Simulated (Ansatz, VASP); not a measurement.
# Two plane-wave programs on AlN

```
Al N
1.0
     3.11379    0.00000    0.00000
    -1.55690    2.69662    0.00000
     0.00000    0.00000    4.98349
Al N
2 2
Direct
  0.33333 0.66667 0.99901
  0.66667 0.33333 0.49901
  0.33333 0.66667 0.38099
  0.66667 0.33333 0.88099
```

Alike in both runs: functional PBEsol; k mesh 12 × 12 × 6; no spin polarisation.

Ansatz relaxed the structure, and its values are those at the end. VASP's run is a single point on that final structure, the one shown.

|  | VASP | Ansatz |
| --- | --- | --- |
| version | VASP 6.6.1 | Ansatz 0.2.0 |
| potentials or method | VASP PAW PBE potentials, release 64 (Al, N), cutoff 520 eV | scalar-relativistic, plane waves, PAW |
| occupations | gaussian, width 0.01 eV | fixed |
| valence electrons in the cell | 16 | 16 |

VASP gave:

| Quantity | Value |
| --- | --- |
| gap on the k mesh at the Fermi level (eV) | 4.11 |
| least direct gap on the mesh (eV) | 4.11 |
| pressure (GPa) | 0.0 |

Question: What did Ansatz give for the same quantities?

Answer: gap on the k mesh at the Fermi level (eV): 4.09; least direct gap on the mesh (eV): 4.09; pressure (GPa): 0.0.

VASP's potentials were made for PBE, not for PBEsol.
